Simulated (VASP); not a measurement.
# Zn2CdTe3 (P6_3mc) in VASP: notebook, part 2 of 2

VASP 6.6.1. The steps go on from the part before.

### 3 Single point, PBE

The input, INCAR:

```
SYSTEM = Zn2CdTe3
PREC = Accurate ; ENCUT = 520
EDIFF = 1E-7 ; ISMEAR = 0
SIGMA = 0.02 ; LREAL = .False.
LASPH = .True. ; NELM = 60
ALGO = Normal ; ISIF = 2
LWAVE = .False. ; LCHARG = .True.
GGA = PE ; LELF = .True.
LVHAR = .True. ; NBANDS = 66
```

The input, KPOINTS:

```
Automatic mesh
0
Gamma
  6 6 2
  0 0 0
```

The input, POSCAR:

```
Zn2CdTe3
1.0
    4.4572321909      0.0000000000      0.0000000000
   -2.2286160954      3.8600763079      0.0000000000
    0.0000000000      0.0000000000     22.1114411000
Zn Cd Te
4 2 6
Direct
    0.3333333333      0.6666666667      0.0031390000
    0.3333333333      0.6666666667      0.6632750000
    0.6666666667      0.3333333333      0.1632750000
    0.6666666667      0.3333333333      0.5031390000
    0.3333333333      0.6666666667      0.3354000000
    0.6666666667      0.3333333333      0.8354000000
    0.3333333333      0.6666666667      0.1246060000
    0.3333333333      0.6666666667      0.4642730000
    0.3333333333      0.6666666667      0.7843070000
    0.6666666667      0.3333333333      0.2843070000
    0.6666666667      0.3333333333      0.6246060000
    0.6666666667      0.3333333333      0.9642730000
```

Potentials or basis: VASP PAW PBE potentials, release 64 (Zn, Cd, Te).

Started as:

```console
$ cat potpaw_PBE.64/Zn/POTCAR potpaw_PBE.64/Cd/POTCAR potpaw_PBE.64/Te/POTCAR > POTCAR
$ mpirun -np 1 vasp_std > vasp.out
```

OUTCAR:

```text
SYSTEM = Zn2CdTe3
   PREC = Accurate
   ENCUT = 520
   EDIFF = 1E-7
   ISMEAR = 0
   LREAL = .False.
   LASPH = .True.
   NELM = 60
   ISIF = 2
   GGA = PE

 ion  position               nearest neighbor table
   1  0.333  0.667  0.003-   7 2.69  12 2.71  12 2.71  12 2.71
   2  0.333  0.667  0.663-   9 2.68  11 2.71  11 2.71  11 2.71
   3  0.667  0.333  0.163-  10 2.68   7 2.71   7 2.71   7 2.71
   4  0.667  0.333  0.503-  11 2.69   8 2.71   8 2.71   8 2.71
   5  0.333  0.667  0.335-  10 2.81  10 2.81  10 2.81   8 2.85
   6  0.667  0.333  0.835-   9 2.81   9 2.81   9 2.81  12 2.85
   7  0.333  0.667  0.125-   1 2.69   3 2.71   3 2.71   3 2.71
   8  0.333  0.667  0.464-   4 2.71   4 2.71   4 2.71   5 2.85
   9  0.333  0.667  0.784-   2 2.68   6 2.81   6 2.81   6 2.81
  10  0.667  0.333  0.284-   3 2.68   5 2.81   5 2.81   5 2.81
  11  0.667  0.333  0.625-   4 2.69   2 2.71   2 2.71   2 2.71
  12  0.667  0.333  0.964-   1 2.71   1 2.71   1 2.71   6 2.85

  LATTYP: Found a hexagonal cell.
 ALAT       =     4.4572321909
 C/A-ratio  =     4.9608008183

  Lattice vectors:

 A1 = (   4.4572321909,   0.0000000000,   0.0000000000)
 A2 = (  -2.2286160954,   3.8600763079,   0.0000000000)
 A3 = (   0.0000000000,   0.0000000000,  22.1114411000)

Analysis of symmetry for initial positions (statically):
=====================================================================
 Subroutine PRICEL returns:
 Original cell was already a primitive cell.

 Routine SETGRP: Setting up the symmetry group for a
 hexagonal supercell.

 Subroutine GETGRP returns: Found 12 space group operations
 (whereof  6 operations were pure point group operations)
 out of a pool of 24 trial point group operations.

The static configuration has the point symmetry C_3v.
 The point group associated with its full space group is C_6v.

Analysis of symmetry for dynamics (positions and initial velocities):
=====================================================================
 Subroutine PRICEL returns:
 Original cell was already a primitive cell.

 Routine SETGRP: Setting up the symmetry group for a
 hexagonal supercell.

[... 149 lines left out ...]
 maximum number of plane-waves:     10280
 NGX is ok and might be reduce to    36
   NGX = 17   NGY = 17   NGZ = 83

 number of electron     107.9999945 magnetization

 Free energy of the ion-electron system (eV)
  ---------------------------------------------------
  ext. energy  EPLUGINS =         0.00000000
  ---------------------------------------------------
  free energy    TOTEN  =       -30.09205538 eV

  energy without entropy =      -30.09205538  energy(sigma->0) =      -30.09205538

 E-fermi :   2.6633     XC(G=0):  -8.6104

 val. band max:        2.5756036844   @ k =   0.0000   0.0000   0.0000
 cond. band min:       3.3029153057   @ k =   0.0000   0.0000   0.0000
 fundamental gap:      0.7273116212
 Fermi energy:         2.6632944775

 k-point     1 :       0.0000    0.0000    0.0000
  band No.  band energies     occupation
      1      -8.8584      2.00000
      2      -8.7932      2.00000
      3      -8.5876      2.00000
      4      -8.4259      2.00000
      5      -8.2626      2.00000
      6      -8.1657      2.00000
[... 955 lines left out ...]
     65       8.0783      0.00000
     66       8.0783      0.00000

------------------------ aborting loop because EDIFF is reached ----------------------------------------

  FORCE on cell =-STRESS in cart. coord.  units (eV):
  Direction    XX          YY          ZZ          XY          YZ          ZX
  --------------------------------------------------------------------------------------
  -------------------------------------------------------------------------------------
  Total        0.2103455      0.2103455      0.2245822      0.0000000      0.0000000      0.0000000
  in kB        0.8858609      0.8858609      0.9458184      0.0000000      0.0000000      0.0000000
  external PRESSURE =       0.9058467 kB  Pullay stress =       0.0000000 kB

 VOLUME and BASIS-vectors are now :
 -----------------------------------------------------------------------------
  energy-cutoff  :      520.00
  volume of cell :      380.43
      direct lattice vectors                 reciprocal lattice vectors
     4.457232191  0.000000000  0.000000000     0.224354478  0.129531118  0.000000000
    -2.228616095  3.860076308  0.000000000     0.000000000  0.259062236  0.000000000
     0.000000000  0.000000000 22.111441100     0.000000000  0.000000000  0.045225456

 POSITION                                       TOTAL-FORCE (eV/Angst)
 -----------------------------------------------------------------------------------
     -0.00000      2.57338      0.06941        -0.000000     -0.000000     -0.001695
     -0.00000      2.57338     14.66597        -0.000000     -0.000000     -0.001928
      2.22862      1.28669      3.61025         0.000000      0.000000     -0.001928
      2.22862      1.28669     11.12513         0.000000      0.000000     -0.001695
     -0.00000      2.57338      7.41618         0.000000     -0.000000      0.002140
      2.22862      1.28669     18.47190        -0.000000      0.000000      0.002140
     -0.00000      2.57338      2.75522        -0.000000      0.000000      0.001381
     -0.00000      2.57338     10.26575         0.000000     -0.000000      0.006821
     -0.00000      2.57338     17.34216        -0.000000      0.000000     -0.006719
      2.22862      1.28669      6.28644         0.000000     -0.000000     -0.006719
      2.22862      1.28669     13.81094         0.000000     -0.000000      0.001381
      2.22862      1.28669     21.32147        -0.000000     -0.000000      0.006821
 -----------------------------------------------------------------------------------
    total drift:                               -0.000000     -0.000000      0.003288

  FREE ENERGIE OF THE ION-ELECTRON SYSTEM (eV)
  ---------------------------------------------------
  free  energy   TOTEN  =       -30.0920553802 eV

  energy  without entropy=      -30.0920553802  energy(sigma->0) =      -30.09205538
```

It took 11 min on 1 thread of Intel Xeon 6975P-C, shared host; peak memory 0.68 GiB.

Results:

* Free energy: -30.0921 eV
* Pressure: 0.1 GPa
* Largest force: 0.007 eV/Å
* Band gap on the k mesh: 0.73 eV, direct

Forces in eV/Å, atoms in the order of the input:
```
Zn   0.000  0.000 -0.002
Zn   0.000  0.000 -0.002
Zn   0.000  0.000 -0.002
Zn   0.000  0.000 -0.002
Cd   0.000  0.000  0.002
Cd   0.000  0.000  0.002
Te   0.000  0.000  0.001
Te   0.000  0.000  0.007
Te   0.000  0.000 -0.007
Te   0.000  0.000 -0.007
Te   0.000  0.000  0.001
Te   0.000  0.000  0.007
```

Caveat: spin-orbit coupling is left out, which moves the levels of the heavy elements.
